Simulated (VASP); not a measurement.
# TaN (rocksalt type) (Fm-3m) in VASP: further runs

Runs on TaN (rocksalt type). Level: LDA. Tasks: single point.

All numbers are computed with VASP 6.6.1; they aren't measurements. Logs are shortened: lines on timing, memory, paths and dates and some standing lists are left out, and cuts for length are marked.

## 1. The cell of the first run

Symmetry: Fm-3m, No. 225, cubic system. The conventional cell has a = 4.259 Å, b = 4.259 Å, c = 4.259 Å, α = 90.00°, β = 90.00°, γ = 90.00°. Ta (site symmetry m-3m) has 6 N at 2.13 Å within 2.8 Å. Within 2.8 Å of N (site symmetry m-3m) lie 6 Ta at 2.13 Å.

## 2. Single point, LDA (9.66 Å³/atom)

INCAR

```
SYSTEM = TaN
PREC = Accurate
ENCUT = 520
EDIFF = 1E-7
ISMEAR = -1
SIGMA = 0.05
LREAL = .False.
LASPH = .True.
NELM = 100
ALGO = Normal
ISIF = 2
LWAVE = .False.
LCHARG = .False.
GGA = CA
NBANDS = 15
```

KPOINTS

```
regular mesh
0
Gamma
  15 15 15
  0 0 0
```

POSCAR

```
TaN
1.0
    0.0000000000      2.1296230738      2.1296230738
    2.1296230738      0.0000000000      2.1296230738
    2.1296230738      2.1296230738      0.0000000000
Ta N
1 1
Direct
    0.0000000000      0.0000000000      0.0000000000
    0.5000000000      0.5000000000      0.5000000000
```

Potentials or basis: VASP PAW LDA potentials, release 64 (Ta_pv, N).

Command:

```console
$ cat potpaw_LDA.64/Ta_pv/POTCAR potpaw_LDA.64/N/POTCAR > POTCAR
$ mpirun -np 1 vasp_std > vasp.out
```

OUTCAR:

```text
SYSTEM = TaN
   PREC = Accurate
   ENCUT = 520
   EDIFF = 1E-7
   ISMEAR = -1
   LREAL = .False.
   LASPH = .True.
   NELM = 100
   ISIF = 2
   GGA = CA

 ion  position               nearest neighbor table
   1  0.000  0.000  0.000-   2 2.13   2 2.13   2 2.13   2 2.13   2 2.13   2 2.13
   2  0.500  0.500  0.500-   1 2.13   1 2.13   1 2.13   1 2.13   1 2.13   1 2.13

  LATTYP: Found a face centered cubic cell.
 ALAT       =     4.2592461476

  Lattice vectors:

 A1 = (   0.0000000000,   2.1296230738,   2.1296230738)
 A2 = (   2.1296230738,   0.0000000000,   2.1296230738)
 A3 = (   2.1296230738,   2.1296230738,   0.0000000000)

Analysis of symmetry for initial positions (statically):
=====================================================================
 Subroutine PRICEL returns:
 Original cell was already a primitive cell.

 Routine SETGRP: Setting up the symmetry group for a
 face centered cubic supercell.

 Subroutine GETGRP returns: Found 48 space group operations
 (whereof 48 operations were pure point group operations)
 out of a pool of 48 trial point group operations.

The static configuration has the point symmetry O_h .

Analysis of symmetry for dynamics (positions and initial velocities):
=====================================================================
 Subroutine PRICEL returns:
 Original cell was already a primitive cell.

 Routine SETGRP: Setting up the symmetry group for a
 face centered cubic supercell.

 Subroutine GETGRP returns: Found 48 space group operations
 (whereof 48 operations were pure point group operations)
 out of a pool of 48 trial point group operations.

The dynamic configuration has the point symmetry O_h .

 Subroutine INISYM returns: Found 48 space group operations
 (whereof 48 operations are pure point group operations),
 and found     1 'primitive' translations

----------------------------------------------------------------------------------------

                                     Primitive cell

  volume of cell :      19.3169

  direct lattice vectors                    reciprocal lattice vectors
     0.000000000  2.129623074  2.129623074    -0.234783331  0.234783331  0.234783331
     2.129623074  0.000000000  2.129623074     0.234783331 -0.234783331  0.234783331
     2.129623074  2.129623074  0.000000000     0.234783331  0.234783331 -0.234783331

  length of vectors
     3.011741834  3.011741834  3.011741834     0.406656659  0.406656659  0.406656659

  position of ions in fractional coordinates (direct lattice)
     0.000000000  0.000000000  0.000000000
     0.500000000  0.500000000  0.500000000

  ion indices of the primitive-cell ions
   primitive index   ion index
                 1           1
                 2           2

----------------------------------------------------------------------------------------

 KPOINTS: regular mesh

Automatic generation of k-mesh.
 Grid dimensions read from file:
 generate k-points for:   15   15   15

 Generating k-lattice:

  Cartesian coordinates                     Fractional coordinates (reciprocal lattice)
    -0.015652222  0.015652222  0.015652222     0.066666667  0.000000000  0.000000000
     0.015652222 -0.015652222  0.015652222     0.000000000  0.066666667  0.000000000
     0.015652222  0.015652222 -0.015652222     0.000000000  0.000000000  0.066666667

  Length of vectors
     0.027110444  0.027110444  0.027110444

  Shift w.r.t. Gamma in fractional coordinates (k-lattice)
     0.000000000  0.000000000  0.000000000

 Subroutine IBZKPT returns following result:
 ===========================================

 Found    120 irreducible k-points:

 Following reciprocal coordinates:
            Coordinates               Weight
  0.000000  0.000000  0.000000      1.000000
  0.066667  0.000000  0.000000      8.000000
  0.133333  0.000000  0.000000      8.000000
  0.200000  0.000000  0.000000      8.000000
  0.266667  0.000000  0.000000      8.000000
  0.333333  0.000000  0.000000      8.000000
[... 16 lines left out ...]
  0.133333  0.133333  0.000000      6.000000
  0.200000  0.133333  0.000000     24.000000
 [... further k-points ...]
   k-points           NKPTS =    120   k-points in BZ     NKDIM =    120   number of bands    NBANDS=     15
   number of dos      NEDOS =    301   number of ions     NIONS =      2
   total plane-waves  NPLWV =  13824
   dimension x,y,z NGX =    24 NGY =   24 NGZ =   24
   dimension x,y,z NGXF=    48 NGYF=   48 NGZF=   48
   ions per type =               1   1
   NGX,Y,Z   is equivalent  to a cutoff of  13.25, 13.25, 13.25 a.u.
   NGXF,Y,Z  is equivalent  to a cutoff of  26.50, 26.50, 26.50 a.u.
 SYSTEM =  TaN
   PREC   = accura    normal or accurate (medium, high low for compatibility)
   ISTART =      0    job   : 0-new  1-cont  2-samecut
   ICHARG =      2    charge: 1-file 2-atom 10-const
   ISPIN  =      1    spin polarized calculation?
   LNONCOLLINEAR =      F non collinear calculations
   LSORBIT =      F    spin-orbit coupling
   LASPH  =      T    aspherical Exc in radial PAW
   ENCUT  =  520.0 eV  38.22 Ry    6.18 a.u.   5.60  5.60  5.60*2*pi/ulx,y,z
   NELM   =    100;   NELMIN=  2; NELMDL= -5     # of ELM steps
   EDIFF  = 0.1E-06   stopping-criterion for ELM
   LREAL  =      F    real-space projection
   EDIFFG = 0.1E-05   stopping-criterion for IOM
   NSW    =      0    number of steps for IOM
   IBRION =     -1    ionic relax: 0-MD 1-quasi-New 2-CG
   NFREE  =      0    steps in history (QN), initial steepest desc. (CG)
   ISIF   =      2    stress and relaxation
   ISYM   =      2    0-nonsym 1-usesym 2-fastsym
   POTIM  = 0.5000    time-step for ionic-motion
   TEBEG  =    0.0;   TEEND  =   0.0 temperature during run
   PSTRESS=    0.0 pullay stress
   NELECT =      16.0000    total number of electrons
   NUPDOWN=      -1.0000    fix difference up-down
   EMIN   =  10.00;   EMAX   =-10.00  energy-range for DOS
   EFERMI =   0.00;   METHOD = LEGACY
   ISMEAR =    -1;   SIGMA  =   0.05  broadening in eV -4-tet -1-fermi 0-gaus
   EFERMI_NEDOS =   21; number of points for ismear=-14 and -15
   IALGO  =     38    algorithm
   IMIX   =      4    mixing-type and parameters
     AMIX     =   0.40;   BMIX     =  1.00
     AMIX_MAG =   1.60;   BMIX_MAG =  1.00
  volume/ion in A,a.u.               =       9.66        65.18
  Fermi-wavevector in a.u.,A,eV,Ry     =   1.537454  2.905366 32.160966  2.363764
  Thomas-Fermi vector in A             =   2.643960
   LORBIT       =      0    0 simple, 1 ext, 2 COOP (PROOUT), +10 PAW based schemes
   GGA     = CA    functional components
   LHFCALC =     F    Hartree Fock is set to
   AEXX    =    0.0000 exact exchange contribution
   IVDW    =     0    specifies the selected vdW correction
   LEPSILON=     F    determine dielectric tensor
   LRPA    =     F    only Hartree local field effects (RPA)
 non-spin polarized calculation
  energy-cutoff  :      520.00
  volume of cell :       19.32
 maximum number of plane-waves:       534
   NGX = 11   NGY = 11   NGZ = 11

 number of electron      15.9999999 magnetization

 Free energy of the ion-electron system (eV)
  ---------------------------------------------------
  ext. energy  EPLUGINS =         0.00000000
  ---------------------------------------------------
  free energy    TOTEN  =       -24.03978184 eV

  energy without entropy =      -24.03508418  energy(sigma->0) =      -24.03743301

 E-fermi :  10.5329     XC(G=0): -14.1895

 val. band max:       10.5105051261   @ k =   0.2667   0.0667   0.0000
 cond. band min:      10.5583773301   @ k =   0.0000   0.0000   0.0000
 fundamental gap:      0.0478722039
 Fermi energy:        10.5328914636

 k-point     1 :       0.0000    0.0000    0.0000
  band No.  band energies     occupation
      1     -24.8389      2.00000
      2     -24.8389      2.00000
      3     -24.8389      2.00000
      4      -8.8616      2.00000
      5       6.4990      2.00000
      6       6.4990      2.00000
      7       6.4990      2.00000
      8       8.1209      2.00000
      9       8.1209      2.00000
     10       8.1209      2.00000
     11      10.5584      0.75052
     12      10.5584      0.75051
     13      13.1571      0.00000
     14      20.0515      0.00000
     15      22.1584      0.00000

 k-point     2 :       0.0667    0.0000    0.0000
  band No.  band energies     occupation
      1     -24.8988      2.00000
      2     -24.8438      2.00000
      3     -24.8438      2.00000
      4      -8.7275      2.00000
      5       5.8814      2.00000
      6       6.0481      2.00000
      7       6.0481      2.00000
      8       8.3251      2.00000
      9       8.3251      2.00000
     10       8.4321      2.00000
     11      11.0756      0.00004
     12      11.0756      0.00004
     13      13.4637      0.00000
     14      20.4309      0.00000
     15      22.1583      0.00000

 k-point     3 :       0.1333    0.0000    0.0000
  band No.  band energies     occupation
      1     -25.0644      2.00000
      2     -24.8579      2.00000
      3     -24.8579      2.00000
      4      -8.3439      2.00000
      5       4.6886      2.00000
      6       5.1702      2.00000
      7       5.1702      2.00000
      8       8.7861      2.00000
      9       8.7861      2.00000
     10       8.8725      2.00000
     11      12.2875      0.00000
     12      12.2875      0.00000
     13      14.2470      0.00000
     14      21.4781      0.00000
     15      22.1580      0.00000

 k-point     4 :       0.2000    0.0000    0.0000
  band No.  band energies     occupation
      1     -25.2994      2.00000
      2     -24.8785      2.00000
      3     -24.8785      2.00000
      4      -7.7620      2.00000
      5       3.3800      2.00000
      6       4.2772      2.00000
      7       4.2772      2.00000
      8       9.3176      2.00000
      9       9.4497      2.00000
     10       9.4497      2.00000
     11      13.7838      0.00000
     12      13.7838      0.00000
     13      15.2192      0.00000
     14      22.1566      0.00000
     15      22.8870      0.00000
[... 307 lines left out ...]
 k-point    22 :      -0.0667    0.0667    0.0000
  band No.  band energies     occupation
      1     -24.9805      2.00000
      2     -24.8754      2.00000
      3     -24.8415      2.00000
      4      -8.5133      2.00000
      5       5.0686      2.00000
      6       5.3588      2.00000
      7       5.7910      2.00000
      8       8.3429      2.00000
      9       8.6468      2.00000
     10       9.0213      2.00000
     11      11.1603      0.00001
     12      12.2022      0.00000
     13      13.9871      0.00000
     14      21.0310      0.00000
     15      22.1581      0.00000

 k-point    23 :       0.1333    0.1333    0.0000
  band No.  band energies     occupation
      1     -25.0496      2.00000
      2     -24.9076      2.00000
      3     -24.9076      2.00000
      4      -8.2219      2.00000
      5       3.6550      2.00000
      6       5.6928      2.00000
      7       5.6928      2.00000
      8       7.2377      2.00000
      9       9.9505      1.99998
     10       9.9505      1.99998
     11      10.8870      0.00168
     12      12.5217      0.00000
     13      15.4523      0.00000
     14      21.9306      0.00000
     15      22.1579      0.00000

 k-point    24 :       0.2000    0.1333    0.0000
  band No.  band energies     occupation
      1     -25.2003      2.00000
      2     -24.9408      2.00000
      3     -24.9277      2.00000
      4      -7.8552      2.00000
      5       2.8567      2.00000
      6       5.1118      2.00000
      7       5.2938      2.00000
      8       7.2394      2.00000
      9      10.4787      1.49417
     10      10.5852      0.51960
     11      11.6346      0.00000
     12      13.1768      0.00000
     13      16.6054      0.00000
     14      22.1573      0.00000
     15      23.0295      0.00000

 [... further k-points ...]

------------------------ aborting loop because EDIFF is reached ----------------------------------------

  FORCE on cell =-STRESS in cart. coord.  units (eV):
  Direction    XX          YY          ZZ          XY          YZ          ZX
  --------------------------------------------------------------------------------------
  -------------------------------------------------------------------------------------
  Total        3.5344427      3.5344427      3.5344427     -0.0000000      0.0000000      0.0000000
  in kB      293.1522986    293.1522986    293.1522986     -0.0000000      0.0000000      0.0000000
  external PRESSURE =     293.1522986 kB  Pullay stress =       0.0000000 kB

 VOLUME and BASIS-vectors are now :
 -----------------------------------------------------------------------------
  energy-cutoff  :      520.00
  volume of cell :       19.32
      direct lattice vectors                 reciprocal lattice vectors
     0.000000000  2.129623074  2.129623074    -0.234783331  0.234783331  0.234783331
     2.129623074  0.000000000  2.129623074     0.234783331 -0.234783331  0.234783331
     2.129623074  2.129623074  0.000000000     0.234783331  0.234783331 -0.234783331

 POSITION                                       TOTAL-FORCE (eV/Angst)
 -----------------------------------------------------------------------------------
      0.00000      0.00000      0.00000        -0.000000      0.000000     -0.000000
      2.12962      2.12962      2.12962         0.000000     -0.000000      0.000000
 -----------------------------------------------------------------------------------
    total drift:                                0.000000     -0.000000     -0.000000

  FREE ENERGIE OF THE ION-ELECTRON SYSTEM (eV)
  ---------------------------------------------------
  free  energy   TOTEN  =       -24.0397818350 eV

  energy  without entropy=      -24.0350841847  energy(sigma->0) =      -24.03743301
```

Run time: 13 s. Hardware: 1 thread of Intel Xeon Platinum 8488C (Sapphire Rapids), shared host; peak memory 0.15 GiB.

Results:

```yaml
Free_energy: -24.0398 eV
Pressure: 29.3 GPa
Band_gap_on_the_k_mesh: zero (bands 8 and 9 overlap by 4.52 eV)
```

Caveat: the cell stands under pressure; spin-orbit coupling is left out, which moves the levels of the heavy elements.

## 3. Single point, LDA (9.66 Å³/atom)

INCAR

```
  ALGO = Normal
  EDIFF = 1E-6
  ENCUT = 520
  GGA = CA
  ISIF = 2
  ISMEAR = -1
  LASPH = True
  LCHARG = False
  LREAL = False
  LWAVE = False
  NBANDS = 15
  NELM = 60
  PREC = Accurate
  SIGMA = 0.05
```

KPOINTS

```
k-points
0
Gamma
  15 15 15
```

POSCAR is that of step 2.

Potentials or basis: VASP PAW LDA potentials, release 64 (Ta_pv, N).

Command:

```console
$ cat potpaw_LDA.64/Ta_pv/POTCAR potpaw_LDA.64/N/POTCAR > POTCAR
$ mpirun -np 1 vasp_std > vasp.out
```

It took 13 s on 1 thread of Intel Xeon Platinum 8488C (Sapphire Rapids), shared host; peak memory 0.15 GiB.

Results (log left out):

```yaml
Free_energy: -24.0398 eV
Pressure: 29.3 GPa
Band_gap_on_the_k_mesh: zero (bands 8 and 9 overlap by 4.52 eV)
```

Levels at points of the mesh, in eV from the Fermi level:
```tsv
k point	band 5	band 6	band 7	band 8	band 9	band 10	band 11	band 12
(0.00, 0.00, 0.00)	-4.03	-4.03	-4.03	-2.41	-2.41	-2.41	0.03	0.03
```

Caveat: the cell stands under pressure; spin-orbit coupling is left out, which moves the levels of the heavy elements.
